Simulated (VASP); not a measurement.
# MnPt2 (P-3m1) in VASP: notebook, part 2 of 2

VASP 6.6.1. The steps go on from the part before.

## (3) Single point, B3LYP, collinear spin, ferromagnetic start

POSCAR reads:

```
MnPt2
1.0
    2.8584044518      0.0000000000      0.0000000000
   -1.4292022259      2.4754508696      0.0000000000
    0.0000000000      0.0000000000      6.5325040000
Pt Mn
2 1
Direct
    0.6666666667      0.3333333333      0.3162060000
    0.3333333333      0.6666666667      0.6837940000
    0.0000000000      0.0000000000      0.0000000000
```

INCAR.step1 reads:

```
SYSTEM = MnPt2
PREC = Accurate
ENCUT = 400
EDIFF = 1E-5
ISMEAR = -1
SIGMA = 0.05
LREAL = .FALSE.
LASPH = .TRUE.
NELM = 200
ALGO = Normal
ISIF = 2
LWAVE = .TRUE.
LCHARG = .FALSE.
ISPIN = 2
MAGMOM = 0 0 4
LORBIT = 11
LMAXMIX = 4
NBANDS = 28
GGA = PE
GGA_COMPAT = .FALSE.
KPAR = 4
```

INCAR.step2 reads:

```
SYSTEM = MnPt2
PREC = Accurate
ENCUT = 400
EDIFF = 1E-6
ISMEAR = -1
SIGMA = 0.05
LREAL = .FALSE.
LASPH = .TRUE.
NELM = 200
ALGO = Normal
ISIF = 2
LWAVE = .FALSE.
LCHARG = .FALSE.
ISPIN = 2
MAGMOM = 0 0 4
LORBIT = 11
LMAXMIX = 4
GGA = B3
LHFCALC = .TRUE.
AEXX = 0.2
AGGAX = 0.72
AGGAC = 0.81
ALDAC = 0.19
PRECFOCK = Normal
NBANDS = 28
ISTART = 1
GGA_COMPAT = .FALSE.
KPAR = 4
```

KPOINTS reads:

```
regular mesh
0
G
  6 6 2
  0 0 0
```

Potentials or basis: VASP PAW PBE potentials, release 64 (Pt, Mn_pv).

Launch:

```console
cat potpaw_PBE.64/Pt/POTCAR potpaw_PBE.64/Mn_pv/POTCAR > POTCAR
cp INCAR.step1 INCAR
mpirun -np 4 vasp_std > vasp.out
cp INCAR.step2 INCAR
mpirun -np 4 vasp_std > vasp.out
```

OUTCAR:

```text
SYSTEM = MnPt2
   PREC = Accurate
   ENCUT = 400
   EDIFF = 1E-6
   ISMEAR = -1
   LREAL = .FALSE.
   LASPH = .TRUE.
   NELM = 200
   ISIF = 2
   ISPIN = 2
   LORBIT = 11
   GGA = B3
   LHFCALC = .TRUE.
   AEXX = 0.2
   PRECFOCK = Normal
   ISTART = 1

 ion  position               nearest neighbor table
   1  0.667  0.333  0.316-   3 2.64   3 2.64   3 2.64   2 2.91   2 2.91   2 2.91
   2  0.333  0.667  0.684-   3 2.64   3 2.64   3 2.64   1 2.91   1 2.91   1 2.91
   3  0.000  0.000  0.000-   1 2.64   2 2.64   1 2.64   2 2.64   1 2.64   2 2.64

  LATTYP: Found a hexagonal cell.
 ALAT       =     2.8584044518
 C/A-ratio  =     2.2853672775

  Lattice vectors:

 A1 = (   2.8584044518,   0.0000000000,   0.0000000000)
 A2 = (  -1.4292022259,   2.4754508696,   0.0000000000)
 A3 = (   0.0000000000,   0.0000000000,   6.5325040000)

Analysis of symmetry for initial positions (statically):
=====================================================================
 Subroutine PRICEL returns:
 Original cell was already a primitive cell.

 Routine SETGRP: Setting up the symmetry group for a
 hexagonal supercell.

 Subroutine GETGRP returns: Found 12 space group operations
 (whereof 12 operations were pure point group operations)
 out of a pool of 24 trial point group operations.

The static configuration has the point symmetry D_3d.

Analysis of symmetry for dynamics (positions and initial velocities):
=====================================================================
 Subroutine PRICEL returns:
 Original cell was already a primitive cell.

 Routine SETGRP: Setting up the symmetry group for a
 hexagonal supercell.

 Subroutine GETGRP returns: Found 12 space group operations
 (whereof 12 operations were pure point group operations)
 out of a pool of 24 trial point group operations.

The dynamic configuration has the point symmetry D_3d.

Analysis of structural, dynamic, and magnetic symmetry:
=====================================================================
 Subroutine PRICEL returns:
 Original cell was already a primitive cell.

 Routine SETGRP: Setting up the symmetry group for a
 hexagonal supercell.

 Subroutine GETGRP returns: Found 12 space group operations
 (whereof 12 operations were pure point group operations)
 out of a pool of 24 trial point group operations.

The overall configuration has the point symmetry D_3d.

 Subroutine INISYM returns: Found 12 space group operations
 (whereof 12 operations are pure point group operations),
 and found     1 'primitive' translations

----------------------------------------------------------------------------------------

                                     Primitive cell

  volume of cell :      46.2230

  direct lattice vectors                    reciprocal lattice vectors
     2.858404452  0.000000000  0.000000000     0.349845523  0.201983407  0.000000000
    -1.429202226  2.475450870  0.000000000     0.000000000  0.403966814  0.000000000
     0.000000000  0.000000000  6.532504000     0.000000000  0.000000000  0.153080656

  length of vectors
     2.858404452  2.858404452  6.532504000     0.403966814  0.403966814  0.153080656

  position of ions in fractional coordinates (direct lattice)
     0.666666667  0.333333333  0.316206000
     0.333333333  0.666666667  0.683794000
[... 72 lines left out ...]
   IBRION =     -1    ionic relax: 0-MD 1-quasi-New 2-CG
   NFREE  =      0    steps in history (QN), initial steepest desc. (CG)
   ISIF   =      2    stress and relaxation
   ISYM   =      3    0-nonsym 1-usesym 2-fastsym
   POTIM  = 0.5000    time-step for ionic-motion
   TEBEG  =    0.0;   TEEND  =   0.0 temperature during run
   PSTRESS=    0.0 pullay stress
   NELECT =      33.0000    total number of electrons
   NUPDOWN=      -1.0000    fix difference up-down
   EMIN   =  10.00;   EMAX   =-10.00  energy-range for DOS
   EFERMI =   0.00;   METHOD = LEGACY
   ISMEAR =    -1;   SIGMA  =   0.05  broadening in eV -4-tet -1-fermi 0-gaus
   EFERMI_NEDOS =   21; number of points for ismear=-14 and -15
   IALGO  =     38    algorithm
   IMIX   =      1    mixing-type and parameters
     AMIX     =   0.40;   BMIX     =  1.00
     AMIX_MAG =   1.60;   BMIX_MAG =  1.00
  volume/ion in A,a.u.               =      15.41       103.98
  Fermi-wavevector in a.u.,A,eV,Ry     =   1.463166  2.764983 29.128095  2.140855
  Thomas-Fermi vector in A             =   2.579293
   LORBIT       =     11    0 simple, 1 ext, 2 COOP (PROOUT), +10 PAW based schemes
   GGA     = B3    functional components
   LHFCALC =     T    Hartree Fock is set to
   PRECFOCK=normal    Normal, Fast or Accurate (Low or Medium for compatibility)
   ENCUT4O =  -1.0   cutoff for four orbital integrals eV
   NKREDX  =     1    reduce k-point grid by
   NKREDY  =     1    reduce k-point grid by
   NKREDZ  =     1    reduce k-point grid by
   AEXX    =    0.2000 exact exchange contribution
   HFSCREEN=    0.0000 screening length (either q_TF or 0.3 A-1)
   HFSCREENC=   0.0000 screening length for correlation (either q_TF or 0.3 A-1)
   ENCUTFOCK=  -1.0 apply spherical cutoff to Coloumb kernel
   IVDW    =     0    specifies the selected vdW correction
   LEPSILON=     F    determine dielectric tensor
   LRPA    =     F    only Hartree local field effects (RPA)
 spin polarized calculation
  energy-cutoff  :      400.00
  volume of cell :       46.22
 maximum number of plane-waves:       861
 NGX is ok and might be reduce to    20
  NGX = 14; NGY = 14; NGZ = 32

 number of electron      33.0000006 magnetization       4.8053972

 Free energy of the ion-electron system (eV)
  ---------------------------------------------------
  ext. energy  EPLUGINS =         0.00000000
  ---------------------------------------------------
  free energy    TOTEN  =       -26.08036385 eV

  energy without entropy =      -26.07827682  energy(sigma->0) =      -26.07932034

 E-fermi :   9.3596     XC(G=0): -10.1899

 val. band max:        9.2769808433   @ k =   0.1667   0.0000   0.0000
 cond. band min:       9.6333516000   @ k =   0.5000   0.0000   0.0000
 fundamental gap:      0.3563707566
 Fermi energy:         9.3595905074

 spin component 1

 k-point     1 :       0.0000    0.0000    0.0000
  band No.  band energies     occupation
      1     -44.1931      1.00000
      2     -44.1931      1.00000
      3     -44.1635      1.00000
      4      -0.5656      1.00000
      5       1.8418      1.00000
      6       2.5087      1.00000
[... 423 lines left out ...]
     27      23.6361      0.00000
     28      23.7474      0.00000
 Fermi energy:         9.3595905074

 spin component 2

 k-point     1 :       0.0000    0.0000    0.0000
  band No.  band energies     occupation
      1     -38.5686      1.00000
      2     -38.5378      1.00000
      3     -38.5378      1.00000
      4      -0.4247      1.00000
      5       2.0034      1.00000
      6       3.6691      1.00000
[... 423 lines left out ...]
     27      24.2948      0.00000
     28      24.5796      0.00000

------------------------ aborting loop because EDIFF is reached ----------------------------------------

  FORCE on cell =-STRESS in cart. coord.  units (eV):
  Direction    XX          YY          ZZ          XY          YZ          ZX
  --------------------------------------------------------------------------------------
  -------------------------------------------------------------------------------------
  Total        1.8027342      1.8027342      2.7221791      0.0000000      0.0000000     -0.0000000
  in kB       62.4862718     62.4862719     94.3560172      0.0000000      0.0000000     -0.0000000
  external PRESSURE =      73.1095203 kB  Pullay stress =       0.0000000 kB

 VOLUME and BASIS-vectors are now :
 -----------------------------------------------------------------------------
  energy-cutoff  :      400.00
  volume of cell :       46.22
      direct lattice vectors                 reciprocal lattice vectors
     2.858404452  0.000000000  0.000000000     0.349845523  0.201983407  0.000000000
    -1.429202226  2.475450870  0.000000000     0.000000000  0.403966814  0.000000000
     0.000000000  0.000000000  6.532504000     0.000000000  0.000000000  0.153080656

 POSITION                                       TOTAL-FORCE (eV/Angst)
 -----------------------------------------------------------------------------------
      1.42920      0.82515      2.06562         0.000000      0.000000     -0.041659
     -0.00000      1.65030      4.46689        -0.000000     -0.000000      0.041659
      0.00000      0.00000      0.00000         0.000000      0.000000      0.000000
 -----------------------------------------------------------------------------------
    total drift:                                0.000000     -0.000001     -0.000000

  FREE ENERGIE OF THE ION-ELECTRON SYSTEM (eV)
  ---------------------------------------------------
  free  energy   TOTEN  =       -26.0803638500 eV

  energy  without entropy=      -26.0782768234  energy(sigma->0) =      -26.07932034

 total charge

# of ion       s       p       d       tot
------------------------------------------
    1        0.681   0.496   8.192   9.369
    2        0.681   0.496   8.192   9.369
    3        0.331   6.268   4.971  11.571
--------------------------------------------------
tot          1.693   7.260  21.356  30.309

 magnetization (x)

# of ion       s       p       d       tot
------------------------------------------
    1       -0.032  -0.023   0.327   0.272
    2       -0.032  -0.023   0.327   0.272
    3        0.009   0.011   4.104   4.124
--------------------------------------------------
tot         -0.055  -0.036   4.759   4.668
```

Wall time 24 min (4 MPI ranks of Intel Xeon Platinum 8488C (Sapphire Rapids), shared host); peak memory 0.18 GiB.

Results:

```
Free energy                                           : -26.0804 eV
Pressure                                              : 7.3 GPa
Largest force                                         : 0.042 eV/Å
Net moment                                            : 4.81 μB per cell
Site moments                                          : Pt +0.27; Mn +4.12 μB
Valence electrons inside the program's atomic spheres : Pt 9.37; Mn 11.57
```

Forces on the atoms (eV/Å):
```
Pt   0.000  0.000 -0.042
Pt   0.000  0.000  0.042
Mn   0.000  0.000  0.000
```

Levels at points of the mesh, in eV from the Fermi level:
Spin up:
```
           k point  band 15  band 16  band 17  band 18  band 19  band 20  band 21  band 22  band 23  band 24
(0.00, 0.00, 0.00)    -2.90    -2.87    -2.87    -1.78    -1.78    -1.51    -1.51    11.72    12.65    16.85
(0.50, 0.00, 0.00)    -1.23    -1.00    -0.48     0.27     2.12     2.76     2.87     6.87     7.22    10.02
(0.00, 0.00, 0.50)    -3.20    -3.20    -2.36    -2.36    -0.85    -0.85     1.13     7.35    16.10    16.65
(0.50, 0.00, 0.50)    -1.97    -1.26    -0.42    -0.40    -0.34     2.52     3.64     6.06     9.89    10.53
```
Spin down:
| k point | band 12 | band 13 | band 14 | band 15 | band 16 | band 17 | band 18 | band 19 |
| --- | --- | --- | --- | --- | --- | --- | --- | --- |
| (0.00, 0.00, 0.00) | -2.69 | -2.35 | -2.35 | -1.31 | -1.31 | 2.53 | 3.22 | 3.22 |
| (0.50, 0.00, 0.00) | -0.72 | 0.65 | 0.70 | 1.67 | 2.86 | 3.11 | 3.58 | 4.31 |
| (0.00, 0.00, 0.50) | -2.08 | -2.08 | -1.75 | -1.75 | 1.29 | 1.96 | 3.28 | 3.28 |
| (0.50, 0.00, 0.50) | -0.35 | -0.22 | 0.63 | 0.73 | 2.44 | 2.83 | 3.87 | 4.21 |

Caveat: the k points lie up to 0.48 Å⁻¹ apart; the PAW data sets were made with another functional, which shifts forces and pressure a little; spin-orbit coupling is left out, which moves the levels of the heavy elements.

## (4) Relaxation of cell and atoms, PBEsol, collinear spin, ferromagnetic start, target pressure 2 GPa, at which the enthalpy is minimised

INCAR reads:

```
PREC = Accurate ; ENCUT = 600
EDIFF = 1E-6 ; ISMEAR = -1
SIGMA = 0.05 ; LREAL = False
LASPH = True ; NELM = 150
ALGO = Fast ; ISIF = 3
LWAVE = False ; LCHARG = False
ISPIN = 2 ; MAGMOM = 0 0 4
LORBIT = 11 ; LMAXMIX = 4
GGA = PS ; IBRION = 2
NSW = 60 ; EDIFFG = -0.01
PSTRESS = 20.0
```

KPOINTS reads:

```
regular mesh
0
Gamma
  11 11 4
```

POSCAR is that of step 3.

Launch:

```console
cat potpaw_PBE.64/Pt/POTCAR potpaw_PBE.64/Mn_pv/POTCAR > POTCAR
mpirun -np 1 vasp_std > vasp.out
```

Run time: 11 min. Hardware: 1 thread of Intel Xeon 6975P-C (Granite Rapids), shared host; peak memory 0.3 GiB.

The run converged. Its results:

| Item | Value |
| --- | --- |
| Free energy | -23.7280 eV |
| Relaxed volume | 13.51 Å³/atom |
| Relaxed cell | a = 2.684 Å, b = 2.684 Å, c = 6.498 Å, α = 90.00°, β = 90.00°, γ = 120.00° |
| Space group after relaxing (to 0.1 Å) | P-3m1 (No. 164) |
| Energy change on relaxing (the run minimises the enthalpy) | +75.6 meV/atom |
| Ionic steps | 18 |
| Pressure after relaxing | 2.0 GPa |
| Net moment | 0.01 μB per cell |
| Valence electrons inside the program's atomic spheres | Pt 9.49; Mn 11.78 |

Step by step:
```csv
step,energy change (eV),largest force (eV/Å),pressure (GPa),volume (Å³)
1,0.0000,0.0395,-9.29,46.22
2,0.3333,0.1120,12.37,39.33
3,0.3257,0.2181,-7.93,42.08
4,0.2877,0.1600,2.12,40.55
5,0.3202,0.0675,15.38,38.98
6,0.2555,0.1041,7.54,39.81
7,0.2512,0.2074,-5.64,41.68
8,0.2273,0.1360,1.69,40.57
9,0.2275,0.1332,1.66,40.55
10,0.2290,0.1296,2.46,40.45
11,0.2277,0.1308,1.91,40.54
12,0.2271,0.0351,2.13,40.52
13,0.2271,0.0067,2.17,40.51
14,0.2271,0.0027,2.12,40.51
15,0.2271,0.0062,2.24,40.51
16,0.2271,0.0047,2.23,40.51
17,0.2260,0.0044,1.59,40.60
18,0.2267,0.0019,2.01,40.54
```

Final structure:
```yaml
crystal:
  lattice:
    - [2.68407, 0.00000, 0.00000]
    - [-1.34203, 2.32447, 0.00000]
    - [0.00000, 0.00000, 6.49829]
  atoms:
    - { symbol: Pt, position: [0.66667, 0.33333, 0.31443] }
    - { symbol: Pt, position: [0.33333, 0.66667, 0.68557] }
    - { symbol: Mn, position: [0.00000, 0.00000, 0.00000] }
```

Levels at points of the mesh, in eV from the Fermi level:
Spin up:
```
           k point  band 15  band 16  band 17  band 18  band 19  band 20
(0.00, 0.00, 0.00)    -1.51    -1.27    -1.27    -0.48    -0.48     0.39
(0.00, 0.00, 0.50)    -1.95    -1.87    -0.45    -0.45    -0.42     0.69
```
Spin down:
```csv
k point,band 13,band 14,band 15,band 16,band 17,band 18,band 19,band 20,band 21,band 22
"(0.00, 0.00, 0.00)",-2.50,-2.50,-1.50,-1.27,-1.27,-0.47,-0.47,0.40,0.40,9.83
"(0.00, 0.00, 0.50)",-2.15,-1.95,-1.95,-1.86,-0.45,-0.45,-0.42,0.70,0.70,6.58
```

Caveat: the cell is relaxed towards a set pressure, so the run minimises the enthalpy, not the energy; the moments typed at the start vanished in this run; the PAW data sets were made with another functional, which shifts forces and pressure a little; spin-orbit coupling is left out, which moves the levels of the heavy elements.

## (5) Single point, PBE, collinear spin, ferromagnetic start

INCAR reads:

```
ALGO     = Normal         # electronic algorithm
EDIFF    = 1E-7           # SCF threshold, eV
ENCUT    = 520            # plane-wave cutoff, eV
GGA      = PE             # functional
ISIF     = 2              # what is computed and relaxed
ISMEAR   = 0              # smearing method
ISPIN    = 2              # spin polarisation
LASPH    = T              # aspherical terms in the spheres
LCHARG   = F              # write CHGCAR
LMAXMIX  = 4              # l up to which the mixer works
LORBIT   = 11             # projections on sites
LREAL    = F              # projectors in reciprocal space
LWAVE    = F              # write WAVECAR
MAGMOM   = 0 0 4          # initial moments
NBANDS   = 28             # bands
NELM     = 150            # most SCF steps
PREC     = Accurate       # precision mode
SIGMA    = 0.017          # smearing width, eV
```

KPOINTS reads:

```
k-points
0
Gamma
  11 11 4
```

POSCAR is that of step 4.

Launch:

```console
cat potpaw_PBE.64/Pt/POTCAR potpaw_PBE.64/Mn_pv/POTCAR > POTCAR
mpirun -np 1 vasp_std > vasp.out
```

Wall time 2.1 min (1 thread of AMD EPYC 9R45 (Zen 5), shared host); peak memory 0.24 GiB.

Results (log left out):

```yaml
Free_energy: -21.7890 eV
Pressure: -0.4 GPa
Largest_force: 0.039 eV/Å
Net_moment: 4.63 μB per cell
Site_moments: Pt +0.33; Mn +3.79 μB
Valence_electrons_inside_the_program's_atomic_spheres: Pt 9.23; Mn 11.55
```

Forces on the atoms (eV/Å):
```
Pt   0.000  0.000  0.039
Pt   0.000  0.000 -0.039
Mn   0.000  0.000  0.000
```

Stress tensor (GPa, compression positive):
```
-1.32  0.00  0.00
 0.00 -1.32  0.00
 0.00  0.00  1.53
```

Levels at points of the mesh, in eV from the Fermi level:
Spin up:
```tsv
k point	band 16	band 17	band 18	band 19	band 20	band 21	band 22	band 23
(0.00, 0.00, 0.00)	-1.59	-1.59	-1.08	-1.08	-0.83	-0.83	10.06	11.11
(0.00, 0.00, 0.50)	-1.77	-1.76	-1.76	-0.15	-0.15	0.27	6.05	14.30
```
Spin down:
| k point | band 12 | band 13 | band 14 | band 15 | band 16 | band 17 | band 18 | band 19 |
| --- | --- | --- | --- | --- | --- | --- | --- | --- |
| (0.00, 0.00, 0.00) | -2.36 | -1.85 | -1.85 | -0.89 | -0.89 | 0.75 | 1.36 | 1.36 |
| (0.00, 0.00, 0.50) | -1.56 | -1.56 | -1.39 | -1.39 | 0.32 | 0.51 | 1.41 | 1.41 |

Caveat: spin-orbit coupling is left out, which moves the levels of the heavy elements.

## (6) Overview

| level | k mesh | cutoff (eV) | smearing | grid for exact exchange (PRECFOCK) | share of exact exchange | screening parameter | gap on the mesh (eV) | pressure (GPa) | moment (μB) | largest force (eV/Å) |
| --- | --- | --- | --- | --- | --- | --- | --- | --- | --- | --- |
| HSE06 | 6 × 6 × 2 | 400 | fermi-dirac 0.05 eV | Normal | 0.25 | 0.2079 1/Å | none | -2.2 | 4.89 | 0.23 |
| B3LYP | 6 × 6 × 2 | 400 | fermi-dirac 0.05 eV | Normal | 0.2 | - | none | 7.3 | 4.81 | 0.04 |
| PBE | 11 × 11 × 4 | 520 | gaussian 0.017 eV | - | - | - | none | -0.4 | 4.63 | 0.04 |

Alike in all rows: task single point; potentials or basis VASP PAW PBE potentials, release 64 (Pt, Mn_pv); spin collinear, ferromagnetic start; cell as given.

Caveats: some runs use coarse meshes; spin-orbit coupling is left out, which moves the levels of the heavy elements; the PAW data sets were made with another functional, which shifts forces and pressure a little (at least some runs).

Absolute energies hang on the potentials; compare differences alone.

The gap in the log of VASP goes by the Fermi energy; the results here count the filled bands.